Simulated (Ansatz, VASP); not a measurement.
# In in VASP and in Ansatz

```
In
1.0
     0.00000    3.30609    3.30609
     3.30609    0.00000    3.30609
     3.30609    3.30609    0.00000
In
2
Direct
  0.12500 0.12500 0.12500
  0.87500 0.87500 0.87500
```

Alike in both runs: functional r2SCAN; k mesh 8 × 8 × 8; occupations fermi-dirac, width 0.1 eV; no spin polarisation.

Ansatz relaxed the structure, and its values are those at the end. VASP's run is a single point on that final structure, the one shown.

```csv
,VASP,Ansatz
version,VASP 6.6.1,Ansatz 0.2.0
potentials or method,"VASP PAW PBE potentials, release 64 (In_d), cutoff 520 eV","plane waves (500 eV) with PAW, scalar-relativistic"
valence electrons in the cell,26,26
```

|  | VASP | Ansatz | Ansatz less VASP |
| --- | --- | --- | --- |
| pressure (GPa) | 0.0 | 0.0 | +0.02 |

VASP's potentials were made for PBE, not for r2SCAN.
